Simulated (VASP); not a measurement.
Rh:

```
Rh
1.0
     0.00000    1.89785    1.89785
     1.89785    0.00000    1.89785
     1.89785    1.89785    0.00000
Rh
1
Direct
  0.00000 0.00000 0.00000
```

Base run:

* Program: VASP 6.6.1
* Functional: PBE
* Potentials or basis: VASP PAW PBE potentials, release 64 (Rh_pv)
* Cutoff: 500 eV
* k mesh: 14 × 14 × 14
* Occupations: fermi-dirac, width 0.1 eV
* Spin: no spin polarisation

Its results: pressure 7.9 GPa.

Problem. After a change of settings the same cell gave: pressure 6.6 GPa. Which change was it?
A. occupations from fermi-dirac, width 0.1 eV to methfessel-paxton, width 0.05 eV
B. occupations from fermi-dirac, width 0.1 eV to tetrahedron
C. k mesh from 14 × 14 × 14 to 7 × 7 × 7

Solution. C.

Caveats: some runs use coarse meshes.
